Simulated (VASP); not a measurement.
**CdAu2: single point with PBE**

The system is CdAu2.

```
CELL_PARAMETERS angstrom
4.72113 0.00000 0.00000
-2.36056 4.08862 0.00000
0.00000 0.00000 3.04147
ATOMIC_POSITIONS crystal
Cd 0.00000 0.00000 0.00000
Au 0.33333 0.66667 0.50000
Au 0.66667 0.33333 0.50000
```

- Program: VASP 6.6.1
- Task: single point
- Functional: PBE
- Potentials or basis: VASP PAW PBE potentials, release 64 (Cd, Au)
- Cutoff: 520 eV
- k mesh: 6 × 6 × 4
- Occupations: gaussian, width 0.1 eV
- Spin: no spin polarisation

| Property | Result |
| --- | --- |
| Pressure | 0.1 GPa |
| Band gap on the k mesh | zero (bands 17 and 18 overlap by 4.29 eV) |

Stress tensor (GPa, compression positive):
```
0.14 0.00 0.00
0.00 0.14 0.00
0.00 0.00 0.05
```

Levels at points of the mesh, in eV from the Fermi level:
```tsv
k point	band 15	band 16	band 17	band 18	band 19	band 20
(0.00, 0.00, 0.00)	-2.41	-2.41	2.27	3.80	3.95	3.95
(0.50, 0.00, 0.00)	-2.43	-2.32	-1.88	-0.53	2.47	10.21
(0.00, 0.00, 0.50)	-2.71	-1.53	-0.72	5.27	6.40	6.81
(0.50, 0.00, 0.50)	-1.79	-0.34	0.59	0.85	1.80	4.57
```

Run time: 17 s on 1 thread of Intel(R) Xeon(R) Platinum 8375C CPU @ 2.90GHz (Ice Lake), on a shared host, peak memory 0.19 GiB.

Caveat: the k points lie up to 0.52 Å⁻¹ apart, too coarse for converged energies and pressures of a metal; spin-orbit coupling is left out, which moves the levels of the heavy elements.
